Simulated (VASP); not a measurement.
# Li8Mg16CO2 in VASP: single point with PBE+D3(BJ)

Aim: the single point of Li8Mg16CO2 with PBE+D3(BJ).

Everything below comes from runs of VASP 6.6.1. Logs are shortened: lines on timing, memory, paths and dates and some standing lists are left out, and cuts for length are marked.

**1. The cell of the first run**

The cell holds a slab with vacuum, 27 atoms: a = 9.379 Å, b = 10.094 Å, c = 17.541 Å, α = 90.00°, β = 90.00°, γ = 90.00°.

**2. Single point, PBE+D3(BJ)**

File INCAR:

```
SYSTEM = Li8Mg16CO2
PREC = Accurate
ENCUT = 520
EDIFF = 1E-7
ISMEAR = -1
SIGMA = 0.1
LREAL = Auto
LASPH = .True.
NELM = 60
ALGO = Normal
ISIF = 2
LWAVE = .False.
LCHARG = .False.
GGA = PE
IVDW = 12
NBANDS = 55
```

File KPOINTS:

```
Automatic mesh
0
Gamma
  2 2 1
  0 0 0
```

File POSCAR:

```
Li8Mg16CO2
1.0
    9.3790480000      0.0000000000      0.0000000000
    0.0000000000     10.0936900000      0.0000000000
    0.0000000000      0.0000000000     17.5407100000
Li Mg C O
8 16 1 2
Direct
    0.6666665956      0.2499999505      0.0570102350
    0.3333332978      0.2499999505      0.0570102350
    0.1669430629      0.2660300643      0.1790257635
    0.7162183198      0.2821574667      0.2079878181
    0.6666665956      0.7499999505      0.0570102350
    0.3333332978      0.7499999505      0.0570102350
    0.1570011157      0.7261156227      0.2111800492
    0.8332094046      0.7655884023      0.2085664719
    0.1767562124     -0.0039110573      0.1095892356
   -0.1669198196      0.0026811800      0.1015260500
    0.5002172928      0.0094786941      0.1069224108
    0.0000000000      0.2499999505      0.0570102350
    0.6609743334     -0.0000737094      0.2581909170
    0.3103615633     -0.0290335843      0.2764958773
   -0.0052299551      0.0574843293      0.2548343254
    0.4325570143      0.2245372109      0.2311186377
    0.1785770795      0.5054206143      0.0994704319
   -0.1569658242      0.5043565832      0.1088623551
    0.5115728163      0.4754544671      0.1210379739
    0.0000000000      0.7499999505      0.0570102350
    0.6797342332      0.5320249582      0.2686021831
    0.3454319671      0.5096800080      0.2596792262
    0.0058048535      0.4299671379      0.2599474024
    0.4962435420      0.7589545548      0.2017551741
    0.2150494379      0.1623220051      0.2720747906
    0.5280751309      0.4009095782      0.2390488184
    0.0914492601      0.2372500047      0.2797655853
```

Potentials or basis: VASP PAW PBE potentials, release 64 (Li_sv, Mg, C, O).

Run with:

```console
cat potpaw_PBE.64/Li_sv/POTCAR potpaw_PBE.64/Mg/POTCAR potpaw_PBE.64/C/POTCAR potpaw_PBE.64/O/POTCAR > POTCAR
mpirun -np 1 vasp_std > vasp.out
```

OUTCAR:

```text
SYSTEM = Li8Mg16CO2
   PREC = Accurate
   ENCUT = 520
   EDIFF = 1E-7
   ISMEAR = -1
   LREAL = Auto
   LASPH = .True.
   NELM = 60
   ISIF = 2
   GGA = PE
   IVDW = 12
 IVDW          = 12

 ion  position               nearest neighbor table
   1  0.667  0.250  0.057-  19 2.93  11 3.02  10 3.05  12 3.13
   2  0.333  0.250  0.057-  11 3.02  19 3.04  17 3.05   9 3.09  12 3.13
   3  0.167  0.266  0.179-  27 1.93  25 1.99  23 2.65  12 2.66  16 2.69  17 2.79  15 2.97   9 2.99

   4  0.716  0.282  0.208-  26 2.20  16 2.75  21 2.76  13 3.03  18 3.08
   5  0.667  0.750  0.057-  24 3.00  10 3.09  18 3.12  20 3.13
   6  0.333  0.750  0.057-  17 2.96  24 2.96   9 3.03  20 3.13
   7  0.157  0.726  0.211-  22 2.94  17 2.97  14 3.08  20 3.09
   8  0.833  0.766  0.209-  21 2.96  13 2.99  10 3.04  20 3.09
   9  0.177  0.996  0.110-   3 2.99   6 3.03  11 3.04   2 3.09  20 3.13  15 3.13  12 3.19  14 3.19
                            10 3.23
  10  0.833  0.003  0.102-   8 3.04   1 3.05  12 3.05   5 3.09  20 3.09  11 3.12  15 3.14  13 3.19
                             9 3.23
  11  0.500  0.009  0.107-   1 3.02   2 3.02  24 3.03   9 3.04  13 3.05  10 3.12  16 3.14  14 3.49

  12  0.000  0.250  0.057-   3 2.66  10 3.05  18 3.10   2 3.13   1 3.13  17 3.16   9 3.19
  13  0.661  1.000  0.258-   8 2.99   4 3.03  24 3.05  11 3.05  16 3.16  15 3.18  10 3.19  14 3.32

  14  0.310  0.971  0.276-  25 2.13  16 2.92  24 3.06   7 3.08  15 3.11   9 3.19  13 3.32  11 3.49

  15  0.995  0.057  0.255-  27 2.08  25 2.34   3 2.97  14 3.11   9 3.13  10 3.14  13 3.18
  16  0.433  0.225  0.231-  26 2.00  25 2.25   3 2.69   4 2.75  14 2.92  22 3.03  11 3.14  13 3.16
                            19 3.27
  17  0.179  0.505  0.099-   3 2.79   6 2.96   7 2.97   2 3.05  20 3.07  18 3.15  19 3.16  12 3.16
                            22 3.22  23 3.34
  18  0.843  0.504  0.109-  20 3.02   4 3.08  12 3.10   5 3.12  19 3.13  23 3.15  17 3.15  21 3.21

  19  0.512  0.475  0.121-  26 2.21  22 2.91   1 2.93   2 3.04  21 3.08  18 3.13  17 3.16  24 3.20
                            16 3.27
  20  0.000  0.750  0.057-  18 3.02  17 3.07   8 3.09   7 3.09  10 3.09   9 3.13   6 3.13   5 3.13

  21  0.680  0.532  0.269-  26 2.01   4 2.76   8 2.96  19 3.08  24 3.10  22 3.15  18 3.21  23 3.23

  22  0.345  0.510  0.260-  26 2.07  19 2.91   7 2.94  16 3.03  24 3.06  21 3.15  17 3.22  23 3.29

  23  0.006  0.430  0.260-  27 2.13   3 2.65  18 3.15  21 3.23  22 3.29  17 3.34
  24  0.496  0.759  0.202-   6 2.96   5 3.00  11 3.03  13 3.05  14 3.06  22 3.06  21 3.10  19 3.20

  25  0.215  0.162  0.272-  27 1.39   3 1.99  14 2.13  16 2.25  15 2.34
  26  0.528  0.401  0.239-  16 2.00  21 2.01  22 2.07   4 2.20  19 2.21
  27  0.091  0.237  0.280-  25 1.39   3 1.93  15 2.08  23 2.13

  LATTYP: Found a simple orthorhombic cell.
 ALAT       =     9.3790480000
 B/A-ratio  =     1.0761955798
 C/A-ratio  =     1.8702015386

  Lattice vectors:

 A1 = (   9.3790480000,   0.0000000000,   0.0000000000)
 A2 = (   0.0000000000,  10.0936900000,   0.0000000000)
 A3 = (   0.0000000000,   0.0000000000,  17.5407100000)

Analysis of symmetry for initial positions (statically):
=====================================================================
 Subroutine PRICEL returns:
 Original cell was already a primitive cell.

 Routine SETGRP: Setting up the symmetry group for a
 simple orthorhombic supercell.

 Subroutine GETGRP returns: Found  1 space group operations
 (whereof  1 operations were pure point group operations)
 out of a pool of  8 trial point group operations.

The static configuration has the point symmetry C_1 .

Analysis of symmetry for dynamics (positions and initial velocities):
=====================================================================
 Subroutine PRICEL returns:
 Original cell was already a primitive cell.

 Routine SETGRP: Setting up the symmetry group for a
 simple orthorhombic supercell.

 Subroutine GETGRP returns: Found  1 space group operations
 (whereof  1 operations were pure point group operations)
 out of a pool of  8 trial point group operations.

The dynamic configuration has the point symmetry C_1 .

 Subroutine INISYM returns: Found  1 space group operations
 (whereof  1 operations are pure point group operations),
 and found     1 'primitive' translations

----------------------------------------------------------------------------------------

                                     Primitive cell

  volume of cell :    1660.5650

  direct lattice vectors                    reciprocal lattice vectors
     9.379048000  0.000000000  0.000000000     0.106620629  0.000000000  0.000000000
     0.000000000 10.093690000  0.000000000     0.000000000  0.099071796  0.000000000
     0.000000000  0.000000000 17.540710000     0.000000000  0.000000000  0.057010235

  length of vectors
     9.379048000 10.093690000 17.540710000     0.106620629  0.099071796  0.057010235

  position of ions in fractional coordinates (direct lattice)
     0.666666596  0.249999950  0.057010235
     0.333333298  0.249999950  0.057010235
     0.166943063  0.266030064  0.179025764
     0.716218320  0.282157467  0.207987818
     0.666666596  0.749999950  0.057010235
     0.333333298  0.749999950  0.057010235
[... 19 lines left out ...]
     0.528075131  0.400909578  0.239048818
     0.091449260  0.237250005  0.279765585

  ion indices of the primitive-cell ions
   primitive index   ion index
                 1           1
                 2           2
                 3           3
                 4           4
                 5           5
                 6           6
[... 19 lines left out ...]
                26          26
                27          27

----------------------------------------------------------------------------------------

 KPOINTS: Automatic mesh

Automatic generation of k-mesh.
 Grid dimensions read from file:
 generate k-points for:    2    2    1

 Generating k-lattice:

  Cartesian coordinates                     Fractional coordinates (reciprocal lattice)
     0.053310315  0.000000000  0.000000000     0.500000000  0.000000000  0.000000000
     0.000000000  0.049535898  0.000000000     0.000000000  0.500000000  0.000000000
     0.000000000  0.000000000  0.057010235     0.000000000  0.000000000  1.000000000

  Length of vectors
     0.053310315  0.049535898  0.057010235

  Shift w.r.t. Gamma in fractional coordinates (k-lattice)
     0.000000000  0.000000000  0.000000000

 Subroutine IBZKPT returns following result:
 ===========================================

 Found      4 irreducible k-points:

 Following reciprocal coordinates:
            Coordinates               Weight
  0.000000  0.000000  0.000000      1.000000
  0.500000  0.000000  0.000000      1.000000
  0.000000  0.500000  0.000000      1.000000
  0.500000  0.500000  0.000000      1.000000
   k-points           NKPTS =      4   k-points in BZ     NKDIM =      4   number of bands    NBANDS=     55
   number of dos      NEDOS =    301   number of ions     NIONS =     27
   total plane-waves  NPLWV = 784000
   dimension x,y,z NGX =    70 NGY =   80 NGZ =  140
   dimension x,y,z NGXF=   140 NGYF=  160 NGZF=  280
   ions per type =               8  16   1   2
   NGX,Y,Z   is equivalent  to a cutoff of  12.41, 13.18, 13.27 a.u.
   NGXF,Y,Z  is equivalent  to a cutoff of  24.82, 26.35, 26.54 a.u.
 SYSTEM =  Li8Mg16CO2
   PREC   = accura    normal or accurate (medium, high low for compatibility)
   ISTART =      0    job   : 0-new  1-cont  2-samecut
   ICHARG =      2    charge: 1-file 2-atom 10-const
   ISPIN  =      1    spin polarized calculation?
   LNONCOLLINEAR =      F non collinear calculations
   LSORBIT =      F    spin-orbit coupling
   LASPH  =      T    aspherical Exc in radial PAW
   ENCUT  =  520.0 eV  38.22 Ry    6.18 a.u.  17.44 18.77 32.61*2*pi/ulx,y,z
   NELM   =     60;   NELMIN=  2; NELMDL= -5     # of ELM steps
   EDIFF  = 0.1E-06   stopping-criterion for ELM
   LREAL  =      T    real-space projection
   EDIFFG = 0.1E-05   stopping-criterion for IOM
   NSW    =      0    number of steps for IOM
   IBRION =     -1    ionic relax: 0-MD 1-quasi-New 2-CG
   NFREE  =      0    steps in history (QN), initial steepest desc. (CG)
   ISIF   =      2    stress and relaxation
   ISYM   =      2    0-nonsym 1-usesym 2-fastsym
   POTIM  = 0.5000    time-step for ionic-motion
   TEBEG  =    0.0;   TEEND  =   0.0 temperature during run
   PSTRESS=    0.0 pullay stress
   NELECT =      72.0000    total number of electrons
   NUPDOWN=      -1.0000    fix difference up-down
   EMIN   =  10.00;   EMAX   =-10.00  energy-range for DOS
   EFERMI =   0.00;   METHOD = LEGACY
   ISMEAR =    -1;   SIGMA  =   0.10  broadening in eV -4-tet -1-fermi 0-gaus
   EFERMI_NEDOS =   21; number of points for ismear=-14 and -15
   IALGO  =     38    algorithm
   IMIX   =      4    mixing-type and parameters
     AMIX     =   0.40;   BMIX     =  1.00
     AMIX_MAG =   1.60;   BMIX_MAG =  1.00
  volume/ion in A,a.u.               =      61.50       415.04
  Fermi-wavevector in a.u.,A,eV,Ry     =   0.575131  1.086841  4.500481  0.330776
  Thomas-Fermi vector in A             =   1.617102
   LORBIT       =      0    0 simple, 1 ext, 2 COOP (PROOUT), +10 PAW based schemes
   GGA     = PE    functional components
   LHFCALC =     F    Hartree Fock is set to
   AEXX    =    0.0000 exact exchange contribution
   IVDW    =    12    specifies the selected vdW correction
   LEPSILON=     F    determine dielectric tensor
   LRPA    =     F    only Hartree local field effects (RPA)
 non-spin polarized calculation
  energy-cutoff  :      520.00
  volume of cell :     1660.57
 maximum number of plane-waves:     44815
 NGX is ok and might be reduce to    70
   NGX = 35   NGY = 37   NGZ = 65

 number of electron      72.0000028 magnetization

 Free energy of the ion-electron system (eV)
  ---------------------------------------------------
  ext. energy  EPLUGINS =         0.00000000
  ---------------------------------------------------
  free energy    TOTEN  =       -57.34046222 eV

  energy without entropy =      -56.90342892  energy(sigma->0) =      -57.12194557

 E-fermi :  -1.5171     XC(G=0):  -3.6117

 val. band max:       -1.6095781202   @ k =   0.0000   0.5000   0.0000
 cond. band min:      -1.5084406399   @ k =   0.0000   0.5000   0.0000
 fundamental gap:      0.1011374803
 Fermi energy:        -1.5170781596

 k-point     1 :       0.0000    0.0000    0.0000
  band No.  band energies     occupation
      1     -48.6108      2.00000
      2     -48.4655      2.00000
      3     -48.4460      2.00000
      4     -48.4162      2.00000
      5     -48.3417      2.00000
      6     -48.3190      2.00000
[... 40 lines left out ...]
     47       0.2094      0.00000
     48       0.2708      0.00000

 k-point     2 :       0.5000    0.0000    0.0000
  band No.  band energies     occupation
      1     -48.6108      2.00000
      2     -48.4655      2.00000
      3     -48.4460      2.00000
      4     -48.4162      2.00000
      5     -48.3417      2.00000
      6     -48.3190      2.00000
[... 40 lines left out ...]
     47      -0.0046      0.00000
     48       0.1788      0.00000

 k-point     3 :       0.0000    0.5000    0.0000
  band No.  band energies     occupation
      1     -48.6108      2.00000
      2     -48.4655      2.00000
      3     -48.4460      2.00000
      4     -48.4162      2.00000
      5     -48.3417      2.00000
      6     -48.3190      2.00000
[... 40 lines left out ...]
     47       0.1730      0.00000
     48       0.2616      0.00000

 k-point     4 :       0.5000    0.5000    0.0000
  band No.  band energies     occupation
      1     -48.6108      2.00000
      2     -48.4655      2.00000
      3     -48.4460      2.00000
      4     -48.4162      2.00000
      5     -48.3417      2.00000
      6     -48.3190      2.00000
[... 40 lines left out ...]
     47       0.2878      0.00000
     48       0.4200      0.00000
 [bands above 48 left out]

------------------------ aborting loop because EDIFF is reached ----------------------------------------

 Edisp (eV)   -3.94108

 E8    (eV) :    -1.7694

  FORCE on cell =-STRESS in cart. coord.  units (eV):
  Direction    XX          YY          ZZ          XY          YZ          ZX
  --------------------------------------------------------------------------------------
  -------------------------------------------------------------------------------------
  Total      -7.48132    -7.14945    -0.28285     0.69438     0.01135    -0.00537
  in kB      -7.21827    -6.89806    -0.27290     0.66997     0.01095    -0.00519
  external pressure =       -4.80 kB  Pullay stress =        0.00 kB

 VOLUME and BASIS-vectors are now :
 -----------------------------------------------------------------------------
  energy-cutoff  :      520.00
  volume of cell :     1660.57
      direct lattice vectors                 reciprocal lattice vectors
     9.379048000  0.000000000  0.000000000     0.106620629  0.000000000  0.000000000
     0.000000000 10.093690000  0.000000000     0.000000000  0.099071796  0.000000000
     0.000000000  0.000000000 17.540710000     0.000000000  0.000000000  0.057010235

 POSITION                                       TOTAL-FORCE (eV/Angst)
 -----------------------------------------------------------------------------------
      6.25270      2.52342      1.00000         0.101745     -0.060719     -0.221616
      3.12635      2.52342      1.00000         0.017705     -0.062601     -0.135721
      1.56577      2.68522      3.14024        -0.002459      0.009488     -0.032839
      6.71745      2.84801      3.64825        -0.001253      0.005561     -0.000561
      6.25270      7.57027      1.00000         0.071685     -0.002711      0.223565
      3.12635      7.57027      1.00000        -0.008062      0.028829      0.066103
[... 19 lines left out ...]
      4.95284      4.04666      4.19309         0.007148      0.002903     -0.011005
      0.85771      2.39473      4.90729        -0.149627      0.098083      0.014382
 -----------------------------------------------------------------------------------
    total drift:                               -0.000558     -0.002795      0.000465

  FREE ENERGIE OF THE ION-ELECTRON SYSTEM (eV)
  ---------------------------------------------------
  free  energy   TOTEN  =       -61.2815403909 eV

  energy  without entropy=      -60.8445070983  energy(sigma->0) =      -61.06302374
```

Wall time 27 min (1 thread of Oxide Virtual Turin-like, shared host); peak memory 1.4 GiB.

Results:

```yaml
Free_energy: -61.2815 eV
Largest_force: 0.267 eV/Å
Band_gap_on_the_k_mesh: zero (band 36 reaches -1.47 eV, above the bottom of band 37 at -1.51 eV)
Dispersion_energy_per_atom: -0.146 eV
```

Forces on the atoms (eV/Å):
```
Li   0.102 -0.061 -0.222
Li   0.018 -0.063 -0.136
Li  -0.002  0.009 -0.033
Li  -0.001  0.006 -0.001
Li   0.072 -0.003  0.224
Li  -0.008  0.029  0.066
Li   0.003  0.003  0.000
Li  -0.002 -0.001  0.000
Mg  -0.004 -0.001  0.005
Mg   0.003  0.001  0.003
Mg  -0.001  0.000  0.009
Mg  -0.263  0.025 -0.039
Mg  -0.005 -0.001 -0.004
Mg   0.003  0.007 -0.012
Mg   0.006  0.012  0.001
Mg  -0.005  0.004  0.004
Mg  -0.003  0.003  0.000
Mg   0.005 -0.002  0.002
Mg  -0.003 -0.001  0.019
Mg   0.077  0.067  0.109
Mg  -0.004 -0.001 -0.006
Mg   0.006 -0.009 -0.004
Mg   0.009 -0.020  0.005
Mg   0.000  0.001  0.001
C    0.139 -0.105  0.004
O    0.007  0.003 -0.011
O   -0.150  0.098  0.014
```

Caveat: the cutoff is under 1.25 times the usual one of these potentials, so pressure, stress and relaxed cells hold a basis-set (Pulay) error.
